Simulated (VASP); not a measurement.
Input of a VASP 6.6.1 run:

The input INCAR:

```
SYSTEM = HfN
PREC = Accurate
ENCUT = 520
EDIFF = 1E-6
ISMEAR = 0
SIGMA = 0.1
LREAL = .False.
LASPH = .True.
NELM = 80
ALGO = Normal
ISIF = 2
LWAVE = .False.
LCHARG = .False.
GGA = PE
NBANDS = 23
```

The input KPOINTS:

```
regular mesh
0
Gamma
  18 18 8
  0 0 0
```

POSCAR

```
HfN
1.0
    3.1594083896      0.0000000000      0.0000000000
   -1.5797041948      2.7361279264      0.0000000000
    0.0000000000      0.0000000000      5.4510711236
Hf N
2 2
Direct
    0.6666666667      0.3333333333      0.2500000000
    0.3333333333      0.6666666667      0.7500000000
    0.0000000000      0.0000000000      0.0000000000
    0.0000000000      0.0000000000      0.5000000000
```

Potentials or basis: VASP PAW PBE potentials, release 64 (Hf_pv, N).

Run with:

```sh
$ cat potpaw_PBE.64/Hf_pv/POTCAR potpaw_PBE.64/N/POTCAR > POTCAR
$ mpirun -np 1 vasp_std > vasp.out
```

**Question.** Predict the band gap on the k mesh.

**Answer.** Zero (band 15 reaches 9.55 eV, above the bottom of band 16 at 7.30 eV).

**Question.** What does it give for the pressure?

**Answer.** -2.2 GPa.

Stress tensor (GPa, compression positive):
```
-2.27  0.00  0.00
 0.00 -2.27  0.00
 0.00  0.00 -2.20
```

Caveat: spin-orbit coupling is left out, which moves the levels of the heavy elements.
